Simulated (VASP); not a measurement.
# Li (Im-3m) in VASP: notebook, part 2 of 2

VASP 6.6.1. Earlier steps stand in the parts before.

### 4 Single point, revPBE (23.67 Å³/atom)

This run uses another cell than the first one, of 23.67 Å³/atom.

The input, INCAR:

```
PREC = Accurate
ENCUT = 520
EDIFF = 1E-6
ISMEAR = -1
SIGMA = 0.1
LREAL = False
LASPH = True
NELM = 80
ALGO = Normal
ISIF = 2
LWAVE = False
LCHARG = False
GGA = RE
NBANDS = 8
```

The input, KPOINTS:

```
Automatic mesh
0
Gamma
  21 21 21
```

The input, POSCAR:

```
Li
1.0
   -1.8088282533      1.8088282533      1.8088282533
    1.8088282533     -1.8088282533      1.8088282533
    1.8088282533      1.8088282533     -1.8088282533
Li
1
Direct
    0.0000000000      0.0000000000      0.0000000000
```

Potentials or basis: VASP PAW PBE potentials, release 64 (Li_sv).

Started as:

```bash
cat potpaw_PBE.64/Li_sv/POTCAR > POTCAR
mpirun -np 1 vasp_std > vasp.out
```

OUTCAR:

```text
PREC = Accurate
   ENCUT = 520
   EDIFF = 1E-6
   ISMEAR = -1
   LREAL = False
   LASPH = True
   NELM = 80
   ISIF = 2
   GGA = RE

 ion  position               nearest neighbor table
   1  0.000  0.000  0.000-

  LATTYP: Found a body centered cubic cell.
 ALAT       =     3.6176565066

  Lattice vectors:

 A1 = (  -1.8088282533,   1.8088282533,   1.8088282533)
 A2 = (   1.8088282533,  -1.8088282533,   1.8088282533)
 A3 = (   1.8088282533,   1.8088282533,  -1.8088282533)

Analysis of symmetry for initial positions (statically):
=====================================================================
 Subroutine PRICEL returns:
 Original cell was already a primitive cell.

 Routine SETGRP: Setting up the symmetry group for a
 body centered cubic supercell.

 Subroutine GETGRP returns: Found 48 space group operations
 (whereof 48 operations were pure point group operations)
 out of a pool of 48 trial point group operations.

The static configuration has the point symmetry O_h .

Analysis of symmetry for dynamics (positions and initial velocities):
=====================================================================
 Subroutine PRICEL returns:
 Original cell was already a primitive cell.

 Routine SETGRP: Setting up the symmetry group for a
 body centered cubic supercell.

 Subroutine GETGRP returns: Found 48 space group operations
 (whereof 48 operations were pure point group operations)
 out of a pool of 48 trial point group operations.

The dynamic configuration has the point symmetry O_h .

 Subroutine INISYM returns: Found 48 space group operations
 (whereof 48 operations are pure point group operations),
 and found     1 'primitive' translations

----------------------------------------------------------------------------------------

                                     Primitive cell

  volume of cell :      23.6729

  direct lattice vectors                    reciprocal lattice vectors
    -1.808828253  1.808828253  1.808828253     0.000000000  0.276422042  0.276422042
     1.808828253 -1.808828253  1.808828253     0.276422042  0.000000000  0.276422042
     1.808828253  1.808828253 -1.808828253     0.276422042  0.276422042  0.000000000

  length of vectors
     3.132982437  3.132982437  3.132982437     0.390919801  0.390919801  0.390919801

  position of ions in fractional coordinates (direct lattice)
     0.000000000  0.000000000  0.000000000

  ion indices of the primitive-cell ions
   primitive index   ion index
                 1           1

----------------------------------------------------------------------------------------

 KPOINTS: Automatic mesh

Automatic generation of k-mesh.
 Grid dimensions read from file:
 generate k-points for:   21   21   21

 Generating k-lattice:

  Cartesian coordinates                     Fractional coordinates (reciprocal lattice)
     0.000000000  0.013162954  0.013162954     0.047619048  0.000000000  0.000000000
     0.013162954  0.000000000  0.013162954     0.000000000  0.047619048  0.000000000
     0.013162954  0.013162954  0.000000000     0.000000000  0.000000000  0.047619048

  Length of vectors
     0.018615229  0.018615229  0.018615229

  Shift w.r.t. Gamma in fractional coordinates (k-lattice)
     0.000000000  0.000000000  0.000000000

 Subroutine IBZKPT returns following result:
 ===========================================

 Found    286 irreducible k-points:

 Following reciprocal coordinates:
            Coordinates               Weight
  0.000000  0.000000  0.000000      1.000000
  0.047619  0.000000  0.000000     12.000000
  0.095238  0.000000  0.000000     12.000000
  0.142857  0.000000  0.000000     12.000000
  0.190476  0.000000  0.000000     12.000000
  0.238095  0.000000  0.000000     12.000000
[... 16 lines left out ...]
  0.142857  0.095238 -0.000000     48.000000
  0.190476  0.095238  0.000000     48.000000
 [... further k-points ...]
   k-points           NKPTS =    286   k-points in BZ     NKDIM =    286   number of bands    NBANDS=      8
   number of dos      NEDOS =    301   number of ions     NIONS =      1
   total plane-waves  NPLWV =  13824
   dimension x,y,z NGX =    24 NGY =   24 NGZ =   24
   dimension x,y,z NGXF=    48 NGYF=   48 NGZF=   48
   ions per type =               1
   NGX,Y,Z   is equivalent  to a cutoff of  12.74, 12.74, 12.74 a.u.
   NGXF,Y,Z  is equivalent  to a cutoff of  25.47, 25.47, 25.47 a.u.
 SYSTEM =  unknown system
   PREC   = accura    normal or accurate (medium, high low for compatibility)
   ISTART =      0    job   : 0-new  1-cont  2-samecut
   ICHARG =      2    charge: 1-file 2-atom 10-const
   ISPIN  =      1    spin polarized calculation?
   LNONCOLLINEAR =      F non collinear calculations
   LSORBIT =      F    spin-orbit coupling
   LASPH  =      T    aspherical Exc in radial PAW
   ENCUT  =  520.0 eV  38.22 Ry    6.18 a.u.   5.83  5.83  5.83*2*pi/ulx,y,z
   NELM   =     80;   NELMIN=  2; NELMDL= -5     # of ELM steps
   EDIFF  = 0.1E-05   stopping-criterion for ELM
   LREAL  =      F    real-space projection
   EDIFFG = 0.1E-04   stopping-criterion for IOM
   NSW    =      0    number of steps for IOM
   IBRION =     -1    ionic relax: 0-MD 1-quasi-New 2-CG
   NFREE  =      0    steps in history (QN), initial steepest desc. (CG)
   ISIF   =      2    stress and relaxation
   ISYM   =      2    0-nonsym 1-usesym 2-fastsym
   POTIM  = 0.5000    time-step for ionic-motion
   TEBEG  =    0.0;   TEEND  =   0.0 temperature during run
   PSTRESS=    0.0 pullay stress
   NELECT =       3.0000    total number of electrons
   NUPDOWN=      -1.0000    fix difference up-down
   EMIN   =  10.00;   EMAX   =-10.00  energy-range for DOS
   EFERMI =   0.00;   METHOD = LEGACY
   ISMEAR =    -1;   SIGMA  =   0.10  broadening in eV -4-tet -1-fermi 0-gaus
   EFERMI_NEDOS =   21; number of points for ismear=-14 and -15
   IALGO  =     38    algorithm
   IMIX   =      4    mixing-type and parameters
     AMIX     =   0.40;   BMIX     =  1.00
     AMIX_MAG =   1.60;   BMIX_MAG =  1.00
  volume/ion in A,a.u.               =      23.67       159.75
  Fermi-wavevector in a.u.,A,eV,Ry     =   0.822302  1.553925  9.199991  0.676180
  Thomas-Fermi vector in A             =   1.933613
   LORBIT       =      0    0 simple, 1 ext, 2 COOP (PROOUT), +10 PAW based schemes
   GGA     = RE    functional components
   LHFCALC =     F    Hartree Fock is set to
   AEXX    =    0.0000 exact exchange contribution
   IVDW    =     0    specifies the selected vdW correction
   LEPSILON=     F    determine dielectric tensor
   LRPA    =     F    only Hartree local field effects (RPA)
 non-spin polarized calculation
  energy-cutoff  :      520.00
  volume of cell :       23.67
 maximum number of plane-waves:       658
   NGX = 11   NGY = 11   NGZ = 11

 number of electron       3.0000009 magnetization

 Free energy of the ion-electron system (eV)
  ---------------------------------------------------
  ext. energy  EPLUGINS =         0.00000000
  ---------------------------------------------------
  free energy    TOTEN  =        -1.80691509 eV

  energy without entropy =       -1.79021114  energy(sigma->0) =       -1.79856311

 E-fermi :   0.2948     XC(G=0):  -6.6039

 val. band max:        0.2651785786   @ k =   0.2381   0.1905   0.0952
 cond. band min:       0.3172944570   @ k =   0.2857   0.1429   0.0952
 fundamental gap:      0.0521158784
 Fermi energy:         0.2948348330

 k-point     1 :       0.0000    0.0000    0.0000
  band No.  band energies     occupation
      1     -46.6693      2.00000
      2      -3.0813      2.00000
      3      13.5590      0.00000
      4      13.5590      0.00000
      5      13.5591      0.00000
      6      17.8115      0.00000
      7      17.8115      0.00000
      8      17.8115      0.00000
[... 243 lines left out ...]
 k-point    24 :       0.1905    0.0952    0.0000
  band No.  band energies     occupation
      1     -46.6643      2.00000
      2      -1.9429      2.00000
      3       8.5210      0.00000
      4      10.1930      0.00000
      5      11.5352      0.00000
      6      15.2649      0.00000
      7      15.5379      0.00000
      8      18.0825      0.00000

 [... further k-points ...]

------------------------ aborting loop because EDIFF is reached ----------------------------------------

  FORCE on cell =-STRESS in cart. coord.  units (eV):
  Direction    XX          YY          ZZ          XY          YZ          ZX
  --------------------------------------------------------------------------------------
  -------------------------------------------------------------------------------------
  Total       -0.1858202     -0.1858202     -0.1858202     -0.0000000      0.0000000     -0.0000000
  in kB      -12.5762635    -12.5762635    -12.5762635     -0.0000000      0.0000000     -0.0000000
  external PRESSURE =     -12.5762635 kB  Pullay stress =       0.0000000 kB

 VOLUME and BASIS-vectors are now :
 -----------------------------------------------------------------------------
  energy-cutoff  :      520.00
  volume of cell :       23.67
      direct lattice vectors                 reciprocal lattice vectors
    -1.808828253  1.808828253  1.808828253     0.000000000  0.276422042  0.276422042
     1.808828253 -1.808828253  1.808828253     0.276422042  0.000000000  0.276422042
     1.808828253  1.808828253 -1.808828253     0.276422042  0.276422042  0.000000000

 POSITION                                       TOTAL-FORCE (eV/Angst)
 -----------------------------------------------------------------------------------
      0.00000      0.00000      0.00000         0.000000     -0.000000     -0.000000
 -----------------------------------------------------------------------------------
    total drift:                                0.000000      0.000000     -0.000000

  FREE ENERGIE OF THE ION-ELECTRON SYSTEM (eV)
  ---------------------------------------------------
  free  energy   TOTEN  =        -1.8069150932 eV

  energy  without entropy=       -1.7902111361  energy(sigma->0) =       -1.79856311
```

OSZICAR:

```text
N       E                     dE             d eps       ncg     rms          rms(c)
DAV:   1     0.121266212076E+00    0.12127E+00   -0.69225E+02  4608   0.252E+02
DAV:   2    -0.178013523184E+01   -0.19014E+01   -0.18634E+01  6624   0.362E+01
DAV:   3    -0.180788604872E+01   -0.27751E-01   -0.27737E-01  5176   0.338E+00
DAV:   4    -0.180833295612E+01   -0.44691E-03   -0.44690E-03  6680   0.369E-01
DAV:   5    -0.180833460865E+01   -0.16525E-05   -0.16525E-05  5480   0.187E-02    0.277E-01
DAV:   6    -0.180734428216E+01    0.99033E-03   -0.17221E-04  6736   0.895E-02    0.164E-01
DAV:   7    -0.180691333616E+01    0.43095E-03   -0.40939E-04  6920   0.118E-01    0.252E-02
DAV:   8    -0.180691743432E+01   -0.40982E-05   -0.43236E-06  5128   0.157E-02    0.606E-03
DAV:   9    -0.180691582550E+01    0.16088E-05   -0.31490E-07  6488   0.451E-03    0.325E-04
DAV:  10    -0.180691509320E+01    0.73229E-06   -0.25371E-08  2576   0.119E-03
   1 F= -.18069151E+01 E0= -.17985631E+01  d E =-.167040E-01
```

It took 9.8 s on 1 thread of Intel Xeon 6975P-C (Granite Rapids), shared host; peak memory 0.15 GiB.

Results:

- Free energy: -1.8069 eV
- Band gap on the k mesh: zero (an odd number of electrons rules out a gap without spin polarisation)

Levels at points of the mesh, in eV from the Fermi level:
| k point | band 1 | band 2 | band 3 | band 4 | band 5 | band 6 |
| --- | --- | --- | --- | --- | --- | --- |
| (0.00, 0.00, 0.00) | -46.96 | -3.38 | 13.26 | 13.26 | 13.26 | 17.52 |

Caveat: the cutoff is under 1.25 times the usual one of these potentials, so pressure, stress and relaxed cells hold a basis-set (Pulay) error; the PAW data sets were made with another functional, which shifts forces and pressure a little.

### 5 Single point, revPBE, non-collinear spin, zero start, spin-orbit coupling

This run uses another cell than the first one, of 21.14 Å³/atom.

The input, INCAR:

```
PREC = Accurate
ENCUT = 520
EDIFF = 1E-6
ISMEAR = -1
SIGMA = 0.1
LREAL = False
LASPH = True
NELM = 150
ALGO = Normal
ISIF = 2
LWAVE = False
LCHARG = False
MAGMOM = 0 0 0
LORBIT = 11
LSORBIT = True
GGA_COMPAT = False
LORBMOM = True
GGA = RE
NBANDS = 14
```

The input, KPOINTS:

```
regular mesh
0
Gamma
  13 13 13
```

The input, POSCAR:

```
Li
1.0
   -1.7417720827      1.7417720827      1.7417720827
    1.7417720827     -1.7417720827      1.7417720827
    1.7417720827      1.7417720827     -1.7417720827
Li
1
Direct
    0.0000000000      0.0000000000      0.0000000000
```

Started as:

```bash
cat potpaw_PBE.64/Li_sv/POTCAR > POTCAR
mpirun -np 1 vasp_ncl > vasp.out
```

Wall time 13 s (1 thread of Intel Xeon 6975P-C (Granite Rapids), shared host); peak memory 0.2 GiB.

Results (log left out):

| Item | Value |
| --- | --- |
| Free energy | -1.8170 eV |
| Net moment | 0.00 μB per cell |
| Valence electrons inside the program's atomic spheres | Li 2.07 |

Moments on the atoms (μB; x, y, z):
```
Li  0.00 0.00 0.00
```

Caveat: the cutoff is under 1.25 times the usual one of these potentials, so pressure, stress and relaxed cells hold a basis-set (Pulay) error; the PAW data sets were made with another functional, which shifts forces and pressure a little.

### 6 Summary

| spin | cell | k mesh | gap on the mesh (eV) |
| --- | --- | --- | --- |
| off | a = 3.057 Å, angles 109.5°, 1 atom | 21 × 21 × 21 | none |
| off | a = 3.095 Å, angles 109.5°, 1 atom | 21 × 21 × 21 | none |
| off | a = 3.133 Å, angles 109.5°, 1 atom | 21 × 21 × 21 | none |
| non-collinear, zero start, SOC | a = 3.017 Å, angles 109.5°, 1 atom | 13 × 13 × 13 | - |

Alike in all rows: task single point; level revPBE; potentials or basis VASP PAW PBE potentials, release 64 (Li_sv); cutoff (eV) 520; smearing fermi-dirac 0.1 eV.

Caveats: the cutoff is under 1.25 times the usual one of these potentials, so pressure, stress and relaxed cells hold a basis-set (Pulay) error; the PAW data sets were made with another functional, which shifts forces and pressure a little.

Total energies depend on the potentials used, so only differences within one code and one set of settings carry meaning.
